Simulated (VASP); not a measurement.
# Zr (P6/mmm) in VASP: notebook

The runs below take Zr through single point, with PBE.

All numbers are computed with VASP 6.6.1; they aren't measurements. Logs are shortened: lines on timing, memory, paths and dates and some standing lists are left out, and cuts for length are marked.

## 1. The cell of the first run

Symmetry: P6/mmm, No. 191, hexagonal system. Conventional cell: a = 2.945 Å, b = 2.945 Å, c = 2.924 Å, α = 90.00°, β = 90.00°, γ = 120.00°. Within 3.9 Å of Zr (site symmetry 6/mmm) lie 8 Zr at 2.92 to 2.94 Å.

This isn't the form of Zr at room conditions, which is hcp.

## 2. Single point, PBE

INCAR

```
SYSTEM = Zr
  ALGO = Normal
  EDIFF = 1E-6
  ENCUT = 520
  GGA = PE
  ISIF = 2
  ISMEAR = -1
  LASPH = .TRUE.
  LCHARG = .FALSE.
  LREAL = .FALSE.
  LWAVE = .FALSE.
  NBANDS = 12
  NELM = 80
  PREC = Accurate
  SIGMA = 0.1
```

KPOINTS

```
k-points
0
G
  16 16 14
  0 0 0
```

POSCAR

```
Zr
1.0
    2.9446436339      0.0000000000      0.0000000000
   -1.4723218170      2.5501361921      0.0000000000
    0.0000000000      0.0000000000      2.9243028824
Zr
1
Direct
    0.0000000000      0.0000000000      0.0000000000
```

Potentials or basis: VASP PAW PBE potentials, release 64 (Zr_sv).

Run with:

```console
cat potpaw_PBE.64/Zr_sv/POTCAR > POTCAR
mpirun -np 1 vasp_std > vasp.out
```

OUTCAR:

```text
SYSTEM = Zr
   EDIFF = 1E-6
   ENCUT = 520
   GGA = PE
   ISIF = 2
   ISMEAR = -1
   LASPH = .TRUE.
   LREAL = .FALSE.
   NELM = 80
   PREC = Accurate

 ion  position               nearest neighbor table
   1  0.000  0.000  0.000-

  LATTYP: Found a hexagonal cell.
 ALAT       =     2.9446436339
 C/A-ratio  =     0.9930922875

  Lattice vectors:

 A1 = (   2.9446436339,   0.0000000000,   0.0000000000)
 A2 = (  -1.4723218170,   2.5501361921,   0.0000000000)
 A3 = (   0.0000000000,   0.0000000000,   2.9243028824)

Analysis of symmetry for initial positions (statically):
=====================================================================
 Subroutine PRICEL returns:
 Original cell was already a primitive cell.

 Routine SETGRP: Setting up the symmetry group for a
 hexagonal supercell.

 Subroutine GETGRP returns: Found 24 space group operations
 (whereof 24 operations were pure point group operations)
 out of a pool of 24 trial point group operations.

The static configuration has the point symmetry D_6h.

Analysis of symmetry for dynamics (positions and initial velocities):
=====================================================================
 Subroutine PRICEL returns:
 Original cell was already a primitive cell.

 Routine SETGRP: Setting up the symmetry group for a
 hexagonal supercell.

 Subroutine GETGRP returns: Found 24 space group operations
 (whereof 24 operations were pure point group operations)
 out of a pool of 24 trial point group operations.

The dynamic configuration has the point symmetry D_6h.

 Subroutine INISYM returns: Found 24 space group operations
 (whereof 24 operations are pure point group operations),
 and found     1 'primitive' translations

----------------------------------------------------------------------------------------

                                     Primitive cell

  volume of cell :      21.9593

  direct lattice vectors                    reciprocal lattice vectors
     2.944643634  0.000000000  0.000000000     0.339599668  0.196067960  0.000000000
    -1.472321817  2.550136192  0.000000000     0.000000000  0.392135919  0.000000000
     0.000000000  0.000000000  2.924302882     0.000000000  0.000000000  0.341961842

  length of vectors
     2.944643634  2.944643634  2.924302882     0.392135919  0.392135919  0.341961842

  position of ions in fractional coordinates (direct lattice)
     0.000000000  0.000000000  0.000000000

  ion indices of the primitive-cell ions
   primitive index   ion index
                 1           1

----------------------------------------------------------------------------------------

 KPOINTS: k-points

Automatic generation of k-mesh.
 Grid dimensions read from file:
 generate k-points for:   16   16   14

 Generating k-lattice:

  Cartesian coordinates                     Fractional coordinates (reciprocal lattice)
     0.021224979  0.012254247  0.000000000     0.062500000 -0.000000000  0.000000000
     0.000000000  0.024508495  0.000000000     0.000000000  0.062500000  0.000000000
     0.000000000  0.000000000  0.024425846     0.000000000  0.000000000  0.071428571

  Length of vectors
     0.024508495  0.024508495  0.024425846

  Shift w.r.t. Gamma in fractional coordinates (k-lattice)
     0.000000000  0.000000000  0.000000000

 Subroutine IBZKPT returns following result:
 ===========================================

 Found    240 irreducible k-points:

 Following reciprocal coordinates:
            Coordinates               Weight
  0.000000  0.000000  0.000000      1.000000
  0.062500  0.000000  0.000000      6.000000
  0.125000  0.000000  0.000000      6.000000
  0.187500  0.000000  0.000000      6.000000
  0.250000  0.000000  0.000000      6.000000
  0.312500  0.000000  0.000000      6.000000
[... 16 lines left out ...]
  0.187500  0.187500  0.000000      6.000000
  0.250000  0.187500  0.000000     12.000000
 [... further k-points ...]
   k-points           NKPTS =    240   k-points in BZ     NKDIM =    240   number of bands    NBANDS=     12
   number of dos      NEDOS =    301   number of ions     NIONS =      1
   total plane-waves  NPLWV =  13824
   dimension x,y,z NGX =    24 NGY =   24 NGZ =   24
   dimension x,y,z NGXF=    48 NGYF=   48 NGZF=   48
   ions per type =               1
   NGX,Y,Z   is equivalent  to a cutoff of  13.55, 13.55, 13.64 a.u.
   NGXF,Y,Z  is equivalent  to a cutoff of  27.10, 27.10, 27.29 a.u.
 SYSTEM =  Zr
   PREC   = accura    normal or accurate (medium, high low for compatibility)
   ISTART =      0    job   : 0-new  1-cont  2-samecut
   ICHARG =      2    charge: 1-file 2-atom 10-const
   ISPIN  =      1    spin polarized calculation?
   LNONCOLLINEAR =      F non collinear calculations
   LSORBIT =      F    spin-orbit coupling
   LASPH  =      T    aspherical Exc in radial PAW
   ENCUT  =  520.0 eV  38.22 Ry    6.18 a.u.   5.48  5.48  5.44*2*pi/ulx,y,z
   NELM   =     80;   NELMIN=  2; NELMDL= -5     # of ELM steps
   EDIFF  = 0.1E-05   stopping-criterion for ELM
   LREAL  =      F    real-space projection
   EDIFFG = 0.1E-04   stopping-criterion for IOM
   NSW    =      0    number of steps for IOM
   IBRION =     -1    ionic relax: 0-MD 1-quasi-New 2-CG
   NFREE  =      0    steps in history (QN), initial steepest desc. (CG)
   ISIF   =      2    stress and relaxation
   ISYM   =      2    0-nonsym 1-usesym 2-fastsym
   POTIM  = 0.5000    time-step for ionic-motion
   TEBEG  =    0.0;   TEEND  =   0.0 temperature during run
   PSTRESS=    0.0 pullay stress
   NELECT =      12.0000    total number of electrons
   NUPDOWN=      -1.0000    fix difference up-down
   EMIN   =  10.00;   EMAX   =-10.00  energy-range for DOS
   EFERMI =   0.00;   METHOD = LEGACY
   ISMEAR =    -1;   SIGMA  =   0.10  broadening in eV -4-tet -1-fermi 0-gaus
   EFERMI_NEDOS =   21; number of points for ismear=-14 and -15
   IALGO  =     38    algorithm
   IMIX   =      4    mixing-type and parameters
     AMIX     =   0.40;   BMIX     =  1.00
     AMIX_MAG =   1.60;   BMIX_MAG =  1.00
  volume/ion in A,a.u.               =      21.96       148.19
  Fermi-wavevector in a.u.,A,eV,Ry     =   1.338430  2.529267 24.373417  1.791396
  Thomas-Fermi vector in A             =   2.466901
   LORBIT       =      0    0 simple, 1 ext, 2 COOP (PROOUT), +10 PAW based schemes
   GGA     = PE    functional components
   LHFCALC =     F    Hartree Fock is set to
   AEXX    =    0.0000 exact exchange contribution
   IVDW    =     0    specifies the selected vdW correction
   LEPSILON=     F    determine dielectric tensor
   LRPA    =     F    only Hartree local field effects (RPA)
 non-spin polarized calculation
  energy-cutoff  :      520.00
  volume of cell :       21.96
 maximum number of plane-waves:       611
 NGX is ok and might be reduce to    24
   NGX = 11   NGY = 11   NGZ = 11

 number of electron      12.0000000 magnetization

 Free energy of the ion-electron system (eV)
  ---------------------------------------------------
  ext. energy  EPLUGINS =         0.00000000
  ---------------------------------------------------
  free energy    TOTEN  =        -8.12489626 eV

  energy without entropy =       -8.09807081  energy(sigma->0) =       -8.11148354

 E-fermi :   9.2752     XC(G=0): -11.2986

 val. band max:        9.2696368437   @ k =   0.1875   0.1250   0.1429
 cond. band min:       9.2891844527   @ k =   0.0625   0.0000   0.5000
 fundamental gap:      0.0195476090
 Fermi energy:         9.2752479717

 k-point     1 :       0.0000    0.0000    0.0000
  band No.  band energies     occupation
      1     -39.2130      2.00000
      2     -16.6771      2.00000
      3     -16.4159      2.00000
      4     -16.4159      2.00000
      5       4.0353      2.00000
      6       7.4302      2.00000
      7      10.6165      0.00000
      8      10.6165      0.00000
      9      15.4277      0.00000
     10      15.4277      0.00000
     11      20.7596      0.00000
     12      21.7062      0.00000

 k-point     2 :       0.0625    0.0000    0.0000
  band No.  band energies     occupation
      1     -39.2036      2.00000
      2     -16.6697      2.00000
      3     -16.4810      2.00000
      4     -16.4299      2.00000
      5       4.1747      2.00000
      6       7.5066      2.00000
      7      10.4330      0.00002
      8      10.7541      0.00000
      9      15.1626      0.00000
     10      15.3929      0.00000
     11      21.1406      0.00000
     12      22.0817      0.00000

 k-point     3 :       0.1250    0.0000    0.0000
  band No.  band energies     occupation
      1     -39.1769      2.00000
      2     -16.6635      2.00000
      3     -16.6488      2.00000
      4     -16.4698      2.00000
      5       4.5672      2.00000
      6       7.7210      2.00000
      7       9.9930      0.00153
      8      11.1612      0.00000
      9      14.5256      0.00000
     10      15.2957      0.00000
     11      22.1484      0.00000
     12      23.0331      0.00000
[... 286 lines left out ...]
 k-point    23 :       0.1875    0.1875    0.0000
  band No.  band energies     occupation
      1     -39.0290      2.00000
      2     -17.4766      2.00000
      3     -16.8099      2.00000
      4     -16.5332      2.00000
      5       6.7933      2.00000
      6       8.4957      1.99918
      7       8.9310      1.93803
      8      12.5309      0.00000
      9      14.2624      0.00000
     10      14.3954      0.00000
     11      21.2041      0.00000
     12      21.9765      0.00000

 k-point    24 :       0.2500    0.1875    0.0000
  band No.  band energies     occupation
      1     -38.9905      2.00000
      2     -17.6359      2.00000
      3     -16.9353      2.00000
      4     -16.5034      2.00000
      5       7.3796      2.00000
      6       8.3283      1.99985
      7       9.3626      0.58893
      8      12.2317      0.00000
      9      14.0667      0.00000
     10      15.2574      0.00000
     11      20.3937      0.00000
     12      21.0750      0.00000

 [... further k-points ...]
[... 5 lines left out ...]
  --------------------------------------------------------------------------------------
  -------------------------------------------------------------------------------------
  Total        1.0607042      1.0607042      1.0593511     -0.0000000     -0.0000000      0.0000000
  in kB       77.3902758     77.3902758     77.2915500     -0.0000000     -0.0000000      0.0000000
  external PRESSURE =      77.3573672 kB  Pullay stress =       0.0000000 kB

 VOLUME and BASIS-vectors are now :
 -----------------------------------------------------------------------------
  energy-cutoff  :      520.00
  volume of cell :       21.96
      direct lattice vectors                 reciprocal lattice vectors
     2.944643634  0.000000000  0.000000000     0.339599668  0.196067960  0.000000000
    -1.472321817  2.550136192  0.000000000     0.000000000  0.392135919  0.000000000
     0.000000000  0.000000000  2.924302882     0.000000000  0.000000000  0.341961842

 POSITION                                       TOTAL-FORCE (eV/Angst)
 -----------------------------------------------------------------------------------
      0.00000      0.00000      0.00000         0.000000      0.000000      0.000000
 -----------------------------------------------------------------------------------
    total drift:                                0.000000      0.000000      0.000000

  FREE ENERGIE OF THE ION-ELECTRON SYSTEM (eV)
  ---------------------------------------------------
  free  energy   TOTEN  =        -8.1248962606 eV

  energy  without entropy=       -8.0980708140  energy(sigma->0) =       -8.11148354
```

Run time: 30 s. Hardware: 1 thread of Intel Xeon 6455B, shared host; peak memory 0.18 GiB.

What came out:

| Quantity | Value |
| --- | --- |
| Free energy | -8.1249 eV |
| Pressure | 7.7 GPa |
| Band gap on the k mesh | zero (bands 6 and 7 overlap by 0.66 eV) |

Caveat: the cell stands under pressure.

## 3. Single point, PBE

This run uses another cell than the first one, of 23.87 Å³/atom.

INCAR

```
SYSTEM = Zr
ALGO = Normal ; EDIFF = 1E-7
ENCUT = 520 ; GGA = PE
ISIF = 2 ; ISMEAR = -1
LASPH = .True. ; LCHARG = .False.
LREAL = .False. ; LWAVE = .False.
NBANDS = 12 ; NELM = 100
PREC = Accurate ; SIGMA = 0.1
```

KPOINTS

```
k-points
0
Gamma
  16 16 14
  0 0 0
```

POSCAR

```
Zr
1.0
    3.0200136623      0.0000000000      0.0000000000
   -1.5100068312      2.6154085514      0.0000000000
    0.0000000000      0.0000000000      3.0219146633
Zr
1
Direct
    0.0000000000      0.0000000000      0.0000000000
```

Potentials or basis: VASP PAW PBE potentials, release 64 (Zr_sv).

Run with:

```console
cat potpaw_PBE.64/Zr_sv/POTCAR > POTCAR
mpirun -np 1 vasp_std > vasp.out
```

OUTCAR:

```text
SYSTEM = Zr
   EDIFF = 1E-7
   ENCUT = 520
   GGA = PE
   ISIF = 2
   ISMEAR = -1
   LASPH = .True.
   LREAL = .False.
   NELM = 100
   PREC = Accurate

 ion  position               nearest neighbor table
   1  0.000  0.000  0.000-

  LATTYP: Found a hexagonal cell.
 ALAT       =     3.0200136623
 C/A-ratio  =     1.0006294677

  Lattice vectors:

 A1 = (   3.0200136623,   0.0000000000,   0.0000000000)
 A2 = (  -1.5100068312,   2.6154085514,   0.0000000000)
 A3 = (   0.0000000000,   0.0000000000,   3.0219146633)
[... 530 lines left out ...]
      4     -17.7198      2.00000
      5       6.4474      2.00000
      6       7.5115      1.99952
      7       8.4201      0.63997
      8      11.0512      0.00000
      9      12.7219      0.00000
     10      13.8907      0.00000
     11      18.6795      0.00000
     12      19.5112      0.00000

 [... further k-points ...]
[... 5 lines left out ...]
  --------------------------------------------------------------------------------------
  -------------------------------------------------------------------------------------
  Total        0.0040840      0.0040840      0.0054980     -0.0000000     -0.0000000      0.0000000
  in kB        0.2741370      0.2741370      0.3690463     -0.0000000     -0.0000000      0.0000000
  external PRESSURE =       0.3057734 kB  Pullay stress =       0.0000000 kB

 VOLUME and BASIS-vectors are now :
 -----------------------------------------------------------------------------
  energy-cutoff  :      520.00
  volume of cell :       23.87
      direct lattice vectors                 reciprocal lattice vectors
     3.020013662  0.000000000  0.000000000     0.331124330  0.191174721  0.000000000
    -1.510006831  2.615408551  0.000000000     0.000000000  0.382349442  0.000000000
     0.000000000  0.000000000  3.021914663     0.000000000  0.000000000  0.330916029

 POSITION                                       TOTAL-FORCE (eV/Angst)
 -----------------------------------------------------------------------------------
      0.00000      0.00000      0.00000        -0.000000      0.000000      0.000000
 -----------------------------------------------------------------------------------
    total drift:                                0.000000      0.000000      0.000000

  FREE ENERGIE OF THE ION-ELECTRON SYSTEM (eV)
  ---------------------------------------------------
  free  energy   TOTEN  =        -8.1692323810 eV

  energy  without entropy=       -8.1407901993  energy(sigma->0) =       -8.15501129
```

Run time: 56 s. Hardware: 1 thread of Intel Xeon 8259CL, shared host; peak memory 0.19 GiB.

Results:

```yaml
Free_energy: -8.1692 eV
Pressure: 0.0 GPa
Band_gap_on_the_k_mesh: zero (bands 6 and 7 overlap by 0.59 eV)
```
